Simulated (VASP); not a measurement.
**Cu: single point with PBEsol**

Cu, a slab with vacuum:

```
Cu
1.0
     2.50366    0.00000    0.00000
    -1.25183    2.16823    0.00000
     0.00000    0.00000   24.57559
Cu
6
Direct
  0.00000 0.00000 0.37376
  0.66667 0.33333 0.28961
  0.34332 0.66667 0.45799
  0.00000 0.00000 0.62624
  0.66667 0.33333 0.54201
  0.33333 0.66667 0.71039
```

| Quantity | Value |
| --- | --- |
| Program | VASP 6.6.1 |
| Task | single point |
| Functional | PBEsol |
| Potentials or basis | VASP PAW PBE potentials, release 64 (Cu) |
| Cutoff | 520 eV |
| k mesh | 12 × 12 × 1 |
| Occupations | fermi-dirac, width 0.1 eV |
| Spin | no spin polarisation |
| Dipole correction | no |
| Further INCAR settings | ALGO = Normal; EDIFF = 1e-06; NBANDS = 42 |

```yaml
Largest_force: 0.063 eV/Å
Band_gap_on_the_k_mesh: zero (bands 33 and 34 overlap by 5.23 eV)
```

Forces on the atoms (eV/Å):
```
Cu   0.022  0.001 -0.015
Cu  -0.001  0.000  0.063
Cu  -0.042  0.000 -0.032
Cu  -0.001  0.000  0.014
Cu   0.022 -0.001  0.033
Cu   0.000  0.000 -0.063
```

Levels at points of the mesh, in eV from the Fermi level:
| k point | band 31 | band 32 | band 33 | band 34 | band 35 | band 36 |
| --- | --- | --- | --- | --- | --- | --- |
| (0.00, 0.00, 0.00) | -1.93 | -1.76 | -1.75 | -1.69 | -1.69 | -1.04 |
| (0.50, 0.00, 0.00) | -0.62 | 0.22 | 0.82 | 1.23 | 1.43 | 1.48 |
| (0.00, 0.50, 0.00) | -0.61 | 0.21 | 0.84 | 1.21 | 1.44 | 1.48 |
| (0.50, 0.50, 0.00) | -0.61 | 0.20 | 0.86 | 1.19 | 1.45 | 1.49 |

Run time: 6.2 min on 1 thread of Intel(R) Xeon(R) 6975P-C (Granite Rapids), with other jobs on the host, peak memory 0.44 GiB.

Caveat: the PAW data sets were made with another functional, which shifts forces and pressure a little.
